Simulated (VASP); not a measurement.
A run of VASP 6.6.1:

File INCAR:

```
SYSTEM = TiO2
ALGO = Normal
EDIFF = 1E-6
ENCUT = 520
GGA = PE
ISIF = 2
ISMEAR = -1
LASPH = .True.
LCHARG = .False.
LREAL = .False.
LWAVE = .False.
NBANDS = 33
NELM = 80
PREC = Accurate
SIGMA = 0.02
```

Contents of KPOINTS:

```
k-points
0
Gamma
  6 6 9
  0 0 0
```

File POSCAR:

```
TiO2
1.0
    4.5998373239      0.0000000000      0.0000000000
    0.0000000000      4.5998373239      0.0000000000
    0.0000000000      0.0000000000      2.9592135600
Ti O
2 4
Direct
    0.0000000000      0.0000000000      0.5000000000
    0.5000000000      0.5000000000      0.0000000000
    0.3043213200      0.3043213200      0.4966207238
    0.1956786800      0.8043213200      0.0000000000
    0.8043213200      0.1956786800      0.0000000000
    0.6956786800      0.6956786800      0.5000000000
```

Potentials or basis: VASP PAW PBE potentials, release 64 (Ti_sv, O).

Command:

```bash
$ cat potpaw_PBE.64/Ti_sv/POTCAR potpaw_PBE.64/O/POTCAR > POTCAR
$ mpirun -np 1 vasp_std > vasp.out
```

Hardware: 1 thread of Intel Xeon 8259CL, on a shared host.

Problem. Estimate the wall time of this run.

Solution. Run time: 4.7 min on 1 thread of Intel Xeon 8259CL, on a shared host, peak memory 0.28 GiB. Counts: scf iterations 17, k points 97.
